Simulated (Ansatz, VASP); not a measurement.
One calculation of Si2W, two programs

```xyz
3
Lattice="-1.6145 1.6145 3.9335 1.6145 -1.6145 3.9335 1.6145 1.6145 -3.9335" Properties=species:S:1:pos:R:3 pbc="T T T"
Si    0.0000    0.0000    2.6320
Si    0.0000    0.0000    5.2351
W     0.0000    0.0000    0.0000
```

Alike in both runs: functional PBE; k mesh 18 × 18 × 18; occupations gaussian, width 0.1 eV; no spin polarisation.

Ansatz relaxed the structure, and its values are those at the end. VASP's run is a single point on that final structure, the one shown.

|  | VASP | Ansatz |
| --- | --- | --- |
| version | VASP 6.6.1 | Ansatz 0.2.0 |
| potentials or method | VASP PAW PBE potentials, release 64 (Si, W_sv), cutoff 520 eV | scalar-relativistic, plane waves, PAW |
| valence electrons in the cell | 22 | 22 |

```csv
,VASP,Ansatz,Ansatz less VASP
gap on the k mesh at the Fermi level (eV),none,none,-
pressure (GPa),0.1,0.0,-0.06
```

A gap of «none» marks a metal or a gap that the smearing closes.

Neither program's run includes spin-orbit coupling.
